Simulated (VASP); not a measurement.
# Co (P6_3/mmc) in VASP: a series of runs

Co is run at these levels: LDA; tasks: single point, relaxation of cell and atoms.

All numbers are computed with VASP 6.6.1; they aren't measurements. Logs are shortened: lines on timing, memory, paths and dates and some standing lists are left out, and cuts for length are marked.

## (1) The cell of the first run

It takes space group P6_3/mmc (No. 194, hexagonal). The conventional cell has a = 2.507 Å, b = 2.507 Å, c = 4.070 Å, α = 90.00°, β = 90.00°, γ = 120.00°. Within 3.3 Å of Co (site symmetry -6m2) lie 12 Co at 2.50 to 2.51 Å.

## (2) Single point, LDA, collinear spin, ferromagnetic start

Input file INCAR:

```
ALGO = Normal ; EDIFF = 1E-6
ENCUT = 520 ; GGA = CA
ISIF = 2 ; ISMEAR = 0
ISPIN = 2 ; LASPH = True
LCHARG = True ; LELF = True
LMAXMIX = 4 ; LORBIT = 11
LREAL = False ; LVHAR = True
LWAVE = False ; MAGMOM = 3 3
NBANDS = 20 ; NELM = 150
PREC = Accurate ; SIGMA = 0.1
```

Input file KPOINTS:

```
k-points
0
Gamma
  9 9 4
```

Input file POSCAR:

```
Co
1.0
    2.5074000000      0.0000000000      0.0000000000
   -1.2537000000      2.1714720974      0.0000000000
    0.0000000000      0.0000000000      4.0699000000
Co
2
Direct
    0.3333333333      0.6666666667      0.2500000000
    0.6666666667      0.3333333333      0.7500000000
```

Potentials or basis: VASP PAW LDA potentials, release 64 (Co).

On the command line:

```bash
$ cat potpaw_LDA.64/Co/POTCAR > POTCAR
$ mpirun -np 1 vasp_std > vasp.out
```

OUTCAR:

```text
EDIFF = 1E-6
   ENCUT = 520
   GGA = CA
   ISIF = 2
   ISMEAR = 0
   ISPIN = 2
   LASPH = True
   LORBIT = 11
   LREAL = False
   NELM = 150
   PREC = Accurate

 ion  position               nearest neighbor table
   1  0.333  0.667  0.250-   2 2.50   2 2.50   2 2.50   2 2.50   2 2.50   2 2.50
   2  0.667  0.333  0.750-   1 2.50   1 2.50   1 2.50   1 2.50   1 2.50   1 2.50

  LATTYP: Found a hexagonal cell.
 ALAT       =     2.5074000000
 C/A-ratio  =     1.6231554598

  Lattice vectors:

 A1 = (   2.5074000000,   0.0000000000,   0.0000000000)
 A2 = (  -1.2537000000,   2.1714720974,   0.0000000000)
 A3 = (   0.0000000000,   0.0000000000,   4.0699000000)

Analysis of symmetry for initial positions (statically):
=====================================================================
 Subroutine PRICEL returns:
 Original cell was already a primitive cell.

 Routine SETGRP: Setting up the symmetry group for a
 hexagonal supercell.

 Subroutine GETGRP returns: Found 24 space group operations
 (whereof 12 operations were pure point group operations)
 out of a pool of 24 trial point group operations.

The static configuration has the point symmetry D_3d.
 The point group associated with its full space group is D_6h.

Analysis of symmetry for dynamics (positions and initial velocities):
=====================================================================
 Subroutine PRICEL returns:
 Original cell was already a primitive cell.

 Routine SETGRP: Setting up the symmetry group for a
 hexagonal supercell.

 Subroutine GETGRP returns: Found 24 space group operations
 (whereof 12 operations were pure point group operations)
 out of a pool of 24 trial point group operations.

The dynamic configuration has the point symmetry D_3d.
 The point group associated with its full space group is D_6h.

Analysis of structural, dynamic, and magnetic symmetry:
=====================================================================
 Subroutine PRICEL returns:
 Original cell was already a primitive cell.

 Routine SETGRP: Setting up the symmetry group for a
 hexagonal supercell.

 Subroutine GETGRP returns: Found 24 space group operations
 (whereof 12 operations were pure point group operations)
 out of a pool of 24 trial point group operations.

The overall configuration has the point symmetry D_3d.
 The point group associated with its full space group is D_6h.

 Subroutine INISYM returns: Found 24 space group operations
 (whereof 12 operations are pure point group operations),
 and found     1 'primitive' translations

----------------------------------------------------------------------------------------

                                     Primitive cell

  volume of cell :      22.1596

  direct lattice vectors                    reciprocal lattice vectors
     2.507400000  0.000000000  0.000000000     0.398819494  0.230258542  0.000000000
    -1.253700000  2.171472097  0.000000000     0.000000000  0.460517085  0.000000000
     0.000000000  0.000000000  4.069900000     0.000000000  0.000000000  0.245706283

  length of vectors
     2.507400000  2.507400000  4.069900000     0.460517085  0.460517085  0.245706283

  position of ions in fractional coordinates (direct lattice)
     0.333333333  0.666666667  0.250000000
     0.666666667  0.333333333  0.750000000

  ion indices of the primitive-cell ions
   primitive index   ion index
                 1           1
                 2           2

----------------------------------------------------------------------------------------

 KPOINTS: k-points

Automatic generation of k-mesh.
 Grid dimensions read from file:
 generate k-points for:    9    9    4

 Generating k-lattice:

  Cartesian coordinates                     Fractional coordinates (reciprocal lattice)
     0.044313277  0.025584282  0.000000000     0.111111111  0.000000000  0.000000000
     0.000000000  0.051168565  0.000000000     0.000000000  0.111111111  0.000000000
     0.000000000  0.000000000  0.061426571     0.000000000  0.000000000  0.250000000

  Length of vectors
[... 46 lines left out ...]
   NGX =  9   NGY =  9   NGZ = 15

 number of electron      18.0000002 magnetization       3.0174028

 Free energy of the ion-electron system (eV)
  ---------------------------------------------------
  ext. energy  EPLUGINS =         0.00000000
  ---------------------------------------------------
  free energy    TOTEN  =       -16.07903002 eV

  energy without entropy =      -16.06957417  energy(sigma->0) =      -16.07430210

 E-fermi :   9.6257     XC(G=0): -13.6136

 val. band max:        9.5798041773   @ k =   0.1111   0.1111   0.0000
 cond. band min:       9.6263643561   @ k =   0.2222   0.1111   0.5000
 fundamental gap:      0.0465601788
 Fermi energy:         9.6257227844

 spin component 1

 k-point     1 :       0.0000    0.0000    0.0000
  band No.  band energies     occupation
      1       0.8287      1.00000
      2       4.6714      1.00000
      3       7.1872      1.00000
      4       7.2483      1.00000
      5       7.2483      1.00000
      6       7.5518      1.00000
[... 12 lines left out ...]
     19      35.2027      0.00000
     20      35.2027      0.00000
[... 507 lines left out ...]
 k-point    24 :       0.3333    0.3333    0.2500
  band No.  band energies     occupation
      1       5.7588      1.00000
      2       5.9451      1.00000
      3       5.9451      1.00000
      4       6.2176      1.00000
      5       6.9189      1.00000
      6       6.9189      1.00000
[... 12 lines left out ...]
     19      28.5402      0.00000
     20      38.9231      0.00000

 [... further k-points ...]

 spin component 2

 k-point     1 :       0.0000    0.0000    0.0000
  band No.  band energies     occupation
      1       0.9938      1.00000
      2       5.5369      1.00000
      3       8.5753      1.00000
      4       8.6254      1.00000
      5       8.6254      1.00000
      6       8.9704      1.00000
[... 12 lines left out ...]
     19      35.6033      0.00000
     20      35.6033      0.00000
[... 507 lines left out ...]
 k-point    24 :       0.3333    0.3333    0.2500
  band No.  band energies     occupation
      1       6.8696      1.00000
      2       6.9945      1.00000
      3       6.9945      1.00000
      4       7.1484      1.00000
      5       8.1093      1.00000
      6       8.1093      1.00000
[... 12 lines left out ...]
     19      28.9335      0.00000
     20      39.1268      0.00000

 [... further k-points ...]

------------------------ aborting loop because EDIFF is reached ----------------------------------------

  FORCE on cell =-STRESS in cart. coord.  units (eV):
  Direction    XX          YY          ZZ          XY          YZ          ZX
  --------------------------------------------------------------------------------------
  -------------------------------------------------------------------------------------
  Total       -3.1390416     -3.1390416     -3.3503330      0.0000000     -0.0000000      0.0000000
  in kB     -226.9582840   -226.9582840   -242.2350316      0.0000000     -0.0000000      0.0000000
  external PRESSURE =    -232.0505332 kB  Pullay stress =       0.0000000 kB

 VOLUME and BASIS-vectors are now :
 -----------------------------------------------------------------------------
  energy-cutoff  :      520.00
  volume of cell :       22.16
      direct lattice vectors                 reciprocal lattice vectors
     2.507400000  0.000000000  0.000000000     0.398819494  0.230258542  0.000000000
    -1.253700000  2.171472097  0.000000000     0.000000000  0.460517085  0.000000000
     0.000000000  0.000000000  4.069900000     0.000000000  0.000000000  0.245706283

 POSITION                                       TOTAL-FORCE (eV/Angst)
 -----------------------------------------------------------------------------------
     -0.00000      1.44765      1.01747        -0.000000      0.000000      0.000000
      1.25370      0.72382      3.05242         0.000000      0.000000      0.000000
 -----------------------------------------------------------------------------------
    total drift:                                0.000000      0.000000     -0.000000

  FREE ENERGIE OF THE ION-ELECTRON SYSTEM (eV)
  ---------------------------------------------------
  free  energy   TOTEN  =       -16.0790300206 eV

  energy  without entropy=      -16.0695741730  energy(sigma->0) =      -16.07430210

 total charge

# of ion       s       p       d       tot
------------------------------------------
    1        0.478   0.492   7.274   8.245
    2        0.478   0.492   7.274   8.245
--------------------------------------------------
tot          0.956   0.985  14.548  16.489

 magnetization (x)

# of ion       s       p       d       tot
------------------------------------------
    1       -0.014  -0.036   1.565   1.515
    2       -0.014  -0.036   1.565   1.515
--------------------------------------------------
tot         -0.028  -0.071   3.129   3.031
```

It took 30 s on 1 thread of Intel Xeon Platinum 8259CL at 2.50GHz (Skylake/Cascade Lake), shared host; peak memory 0.14 GiB.

Results:

| Property | Result |
| --- | --- |
| Free energy | -16.0790 eV |
| Pressure | -23.2 GPa |
| Net moment | 3.02 μB per cell |
| Site moments | Co +1.51 μB |
| Valence electrons inside the program's atomic spheres | Co 8.24 |

Levels at points of the mesh, in eV from the Fermi level:
Spin up:
```tsv
k point	band 6	band 7	band 8	band 9	band 10	band 11	band 12	band 13	band 14	band 15
(0.00, 0.00, 0.00)	-2.07	-2.07	-1.72	-1.72	-0.64	-0.64	-0.12	6.20	21.83	24.14
(0.00, 0.00, 0.50)	-2.44	-2.44	-2.44	-0.95	-0.95	-0.95	-0.95	14.70	14.70	22.52
```
Spin down:
```
           k point  band 4  band 5  band 6  band 7  band 8  band 9  band 10  band 11  band 12  band 13
(0.00, 0.00, 0.00)   -1.00   -1.00   -0.66   -0.66   -0.23   -0.23     0.03     0.93     0.93     7.13
(0.00, 0.00, 0.50)   -1.54   -1.06   -1.06   -1.06   -1.06    0.60     0.60     0.60     0.60    15.19
```

Caveat: the k points lie up to 0.39 Å⁻¹ apart.

## (3) Single point, LDA, collinear spin, ferromagnetic start

This run uses another cell than the first one, of 10.00 Å³/atom.

Input file INCAR:

```
  PREC = Accurate
  ENCUT = 520
  EDIFF = 1E-6
  ISMEAR = 0
  SIGMA = 0.1
  LREAL = F
  LASPH = T
  NELM = 150
  ALGO = Fast
  ISIF = 2
  LWAVE = F
  LCHARG = F
  ISPIN = 2
  MAGMOM = 1.76 1.76
  LORBIT = 11
  LMAXMIX = 4
  NBANDS = 20
```

Input file KPOINTS:

```
regular mesh
0
Gamma
  9 9 6
```

Input file POSCAR:

```
Co
1.0
    2.4267094508      0.0000000000      0.0000000000
   -1.2133547254      2.1015920320      0.0000000000
    0.0000000000      0.0000000000      3.9200081776
Co
2
Direct
    0.3333333333      0.6666666667      0.2500000000
    0.6666666667      0.3333333333      0.7500000000
```

Potentials or basis: VASP PAW LDA potentials, release 64 (Co).

On the command line:

```bash
$ cat potpaw_LDA.64/Co/POTCAR > POTCAR
$ mpirun -np 1 vasp_std > vasp.out
```

Run time: 38 s. Hardware: 1 thread of Intel Xeon Platinum 8259CL at 2.50GHz (Skylake/Cascade Lake), shared host; peak memory 0.14 GiB.

Results (log left out):

| Property | Result |
| --- | --- |
| Free energy | -16.2665 eV |
| Pressure | -0.9 GPa |
| Net moment | 2.97 μB per cell |
| Site moments | Co +1.48 μB |
| Valence electrons inside the program's atomic spheres | Co 8.46 |

Stress tensor (GPa, compression positive):
```
-0.80  0.00  0.00
 0.00 -0.80  0.00
 0.00  0.00 -1.10
```

Levels at points of the mesh, in eV from the Fermi level:
Spin up:
| k point | band 7 | band 8 | band 9 | band 10 | band 11 | band 12 | band 13 | band 14 |
| --- | --- | --- | --- | --- | --- | --- | --- | --- |
| (0.00, 0.00, 0.00) | -2.14 | -1.74 | -1.74 | -0.46 | -0.46 | -0.06 | 7.27 | 22.69 |
| (0.00, 0.00, 0.50) | -2.59 | -2.59 | -0.82 | -0.82 | -0.82 | -0.82 | 16.09 | 16.09 |
Spin down:
| k point | band 4 | band 5 | band 6 | band 7 | band 8 | band 9 | band 10 | band 11 |
| --- | --- | --- | --- | --- | --- | --- | --- | --- |
| (0.00, 0.00, 0.00) | -1.15 | -1.15 | -0.73 | -0.73 | -0.27 | -0.27 | 0.11 | 1.10 |
| (0.00, 0.00, 0.50) | -1.73 | -1.22 | -1.22 | -1.22 | -1.22 | 0.72 | 0.72 | 0.72 |

## (4) Relaxation of cell and atoms, LDA, collinear spin, ferromagnetic start

Input file INCAR:

```
PREC     = Accurate       # precision mode
ENCUT    = 600            # plane-wave cutoff, eV
EDIFF    = 1E-7           # SCF threshold, eV
ISMEAR   = 0              # smearing method
SIGMA    = 0.1            # smearing width, eV
LREAL    = F              # projectors in reciprocal space
LASPH    = T              # aspherical terms in the spheres
NELM     = 150            # most SCF steps
ALGO     = Fast           # electronic algorithm
ISIF     = 3              # what is computed and relaxed
LWAVE    = F              # write WAVECAR
LCHARG   = F              # write CHGCAR
ISPIN    = 2              # spin polarisation
MAGMOM   = 1.76 1.76      # initial moments
LORBIT   = 11             # projections on sites
LMAXMIX  = 4              # l up to which the mixer works
GGA      = CA             # functional
IBRION   = 2              # ionic algorithm
NSW      = 100            # ionic steps
EDIFFG   = -0.05          # ionic threshold
```

Input file KPOINTS:

```
Automatic mesh
0
Gamma
  9 9 6
```

Input file POSCAR:

```
Co
1.0
    2.5074000000      0.0000000000      0.0000000000
   -1.2537000000      2.1714720974      0.0000000000
    0.0000000000      0.0000000000      4.0699000000
Co
2
Direct
    0.3333333333      0.6666666667      0.2500000000
    0.6666666667      0.3333333333      0.7500000000
```

On the command line:

```bash
$ cat potpaw_LDA.64/Co/POTCAR > POTCAR
$ mpirun -np 1 vasp_std > vasp.out
```

Run time: 2.7 min. Hardware: 1 thread of Intel Xeon Platinum 8259CL at 2.50GHz (Skylake/Cascade Lake), shared host; peak memory 0.16 GiB.

Results (log left out):

- Free energy: -16.2675 eV
- Relaxed volume: 9.99 Å³/atom
- Relaxed cell: a = 2.426 Å, b = 2.426 Å, c = 3.917 Å, α = 90.00°, β = 90.00°, γ = 120.00°
- Space group after relaxing (to 0.1 Å): P6_3/mmc (No. 194)
- Energy gained by relaxing: 90.2 meV/atom
- Ionic steps: 6
- Pressure after relaxing: -0.7 GPa
- Net moment: 2.97 μB per cell
- Site moments: Co +1.48 μB
- Valence electrons inside the program's atomic spheres: Co 8.46

Stress tensor (GPa, compression positive):
```
-0.63  0.00  0.00
 0.00 -0.63  0.00
 0.00  0.00 -0.73
```

The path:
| step | energy change (eV) | largest force (eV/Å) | pressure (GPa) | volume (Å³) |
| --- | --- | --- | --- | --- |
| 1 | 0.0000 | 0.0000 | -23.20 | 22.16 |
| 2 | 0.1532 | 0.0000 | 44.75 | 17.40 |
| 3 | -0.1798 | 0.0000 | -1.48 | 20.03 |
| 4 | -0.1803 | 0.0000 | -0.06 | 19.93 |
| 5 | -0.1802 | 0.0000 | 0.53 | 19.89 |
| 6 | -0.1804 | 0.0000 | -0.66 | 19.97 |

Final structure:
```yaml
crystal:
  lattice:
    - [2.42631, 0.00000, 0.00000]
    - [-1.21315, 2.10124, 0.00000]
    - [0.00000, 0.00000, 3.91720]
  atoms:
    - { symbol: Co, position: [0.33333, 0.66667, 0.25000] }
    - { symbol: Co, position: [0.66667, 0.33333, 0.75000] }
```

Levels at points of the mesh, in eV from the Fermi level:
Spin up:
| k point | band 7 | band 8 | band 9 | band 10 | band 11 | band 12 | band 13 | band 14 |
| --- | --- | --- | --- | --- | --- | --- | --- | --- |
| (0.00, 0.00, 0.00) | -2.14 | -1.74 | -1.74 | -0.46 | -0.46 | -0.05 | 7.29 | 22.69 |
| (0.00, 0.00, 0.50) | -2.59 | -2.59 | -0.82 | -0.82 | -0.82 | -0.82 | 16.11 | 16.11 |
Spin down:
```csv
k point,band 4,band 5,band 6,band 7,band 8,band 9,band 10,band 11
"(0.00, 0.00, 0.00)",-1.15,-1.15,-0.74,-0.74,-0.28,-0.28,0.12,1.10
"(0.00, 0.00, 0.50)",-1.73,-1.22,-1.22,-1.22,-1.22,0.72,0.72,0.72
```

LDA usually gives volumes a few per cent too small. Zero-point motion and thermal expansion aren't in these numbers.

## (5) Single point, LDA, collinear spin, ferromagnetic start

This run uses another cell than the first one, of 10.01 Å³/atom.

Input file INCAR:

```
  ALGO = Normal
  EDIFF = 1E-7
  ENCUT = 520
  GGA = CA
  ISIF = 2
  ISMEAR = 0
  ISPIN = 2
  LASPH = T
  LCHARG = T
  LELF = T
  LMAXMIX = 4
  LORBIT = 11
  LREAL = F
  LVHAR = T
  LWAVE = F
  MAGMOM = 1.69 1.69
  NBANDS = 20
  NELM = 150
  PREC = Accurate
  SIGMA = 0.1
```

Input file KPOINTS:

```
k-points
0
Gamma
  21 21 12
```

Input file POSCAR:

```
Co
1.0
    2.4291469062      0.0000000000      0.0000000000
   -1.2145734531      2.1037029303      0.0000000000
    0.0000000000      0.0000000000      3.9188244411
Co
2
Direct
    0.3333333333      0.6666666667      0.2500000000
    0.6666666667      0.3333333333      0.7500000000
```

On the command line:

```bash
$ cat potpaw_LDA.64/Co/POTCAR > POTCAR
$ mpirun -np 1 vasp_std > vasp.out
```

Wall time 4.2 min (1 thread of Intel Xeon Platinum 8259CL at 2.50GHz (Skylake/Cascade Lake), shared host); peak memory 0.28 GiB.

Results (log left out):

* Free energy: -16.2557 eV
* Pressure: -1.1 GPa
* Net moment: 2.99 μB per cell
* Site moments: Co +1.49 μB
* Valence electrons inside the program's atomic spheres: Co 8.45

Stress tensor (GPa, compression positive):
```
-0.98  0.00  0.00
 0.00 -0.98  0.00
 0.00  0.00 -1.34
```

Levels at points of the mesh, in eV from the Fermi level:
Spin up:
| k point | band 6 | band 7 | band 8 | band 9 | band 10 | band 11 | band 12 | band 13 | band 14 | band 15 |
| --- | --- | --- | --- | --- | --- | --- | --- | --- | --- | --- |
| (0.00, 0.00, 0.00) | -2.17 | -2.17 | -1.77 | -1.77 | -0.49 | -0.49 | -0.05 | 7.25 | 22.65 | 25.94 |
| (0.00, 0.00, 0.50) | -2.61 | -2.61 | -2.61 | -0.85 | -0.85 | -0.85 | -0.85 | 16.08 | 16.08 | 23.41 |
Spin down:
| k point | band 5 | band 6 | band 7 | band 8 | band 9 | band 10 |
| --- | --- | --- | --- | --- | --- | --- |
| (0.00, 0.00, 0.00) | -1.16 | -0.75 | -0.75 | -0.30 | -0.30 | 0.12 |
| (0.00, 0.00, 0.50) | -1.24 | -1.24 | -1.24 | -1.24 | 0.70 | 0.70 |

## (6) The runs side by side

```tsv
task	cell	k mesh	cutoff (eV)	gap on the mesh (eV)	pressure (GPa)	moment (μB)
single point	a = 2.507, b = 2.507, c = 4.070 Å, angles 90.0, 90.0, 120.0°, 2 atoms	9 × 9 × 4	520	none	-23.2	3.02
single point	a = 2.427, b = 2.427, c = 3.920 Å, angles 90.0, 90.0, 120.0°, 2 atoms	9 × 9 × 6	520	none	-0.9	2.97
relaxation of cell and atoms	relaxed from a = 2.507, b = 2.507, c = 4.070 Å, angles 90.0, 90.0, 120.0°, 2 atoms	9 × 9 × 6	600	none	-0.7	2.97
single point	a = 2.429, b = 2.429, c = 3.919 Å, angles 90.0, 90.0, 120.0°, 2 atoms	21 × 21 × 12	520	none	-1.1	2.99
```

Alike in all rows: level LDA; potentials or basis VASP PAW LDA potentials, release 64 (Co); spin collinear, ferromagnetic start; smearing gaussian 0.1 eV.

Caveats: some runs use coarse meshes.

Absolute energies hang on the potentials; compare differences alone.
